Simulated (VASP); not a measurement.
A run of VASP 6.6.1 is set up as follows.

File INCAR:

```
SYSTEM = SiGe
PREC     = Accurate       ! precision mode
ENCUT    = 520            ! plane-wave cutoff, eV
EDIFF    = 1E-7           ! SCF threshold, eV
ISMEAR   = 0              ! smearing method
SIGMA    = 0.03           ! smearing width, eV
LREAL    = .False.        ! projectors in reciprocal space
LASPH    = .True.         ! aspherical terms in the spheres
NELM     = 60             ! most SCF steps
ALGO     = Normal         ! electronic algorithm
ISIF     = 2              ! what is computed and relaxed
LWAVE    = .False.        ! write WAVECAR
LCHARG   = .True.         ! write CHGCAR
GGA      = PS             ! functional
LELF     = .True.         ! ELF
LVHAR    = .True.       
NBANDS   = 26             ! bands
```

File KPOINTS:

```
regular mesh
0
Gamma
  12 12 6
  0 0 0
```

Contents of POSCAR:

```
SiGe
1.0
    3.9005968931      0.0000000000      0.0000000000
   -1.9502984466      3.3780159994      0.0000000000
    0.0000000000      0.0000000000      6.4433927721
Si Ge
2 2
Direct
    0.6666666667      0.3333333333      0.8745463420
    0.3333333333      0.6666666667      0.3745463420
    0.6666666667      0.3333333333      0.4538933358
    0.3333333333      0.6666666667     -0.0461066642
```

Potentials or basis: VASP PAW PBE potentials, release 64 (Si, Ge_d).

The run is started by

```sh
$ cat potpaw_PBE.64/Si/POTCAR potpaw_PBE.64/Ge_d/POTCAR > POTCAR
$ mpirun -np 1 vasp_std > vasp.out
```

(1) Predict the band gap on the k mesh.

(2) Predict the largest force.

(3) Estimate the pressure.

Answers

(1) zero (band 18 reaches 6.32 eV, above the bottom of band 19 at 5.45 eV).

(2) 2.014 eV/Å.

(3) 2.0 GPa.

Caveat: the cell differs from its parent crystal (all Ge atoms moved -0.300 Å, as atom 3 along Cartesian [0 0 1]); the PAW data sets were made with another functional, which shifts forces and pressure a little.
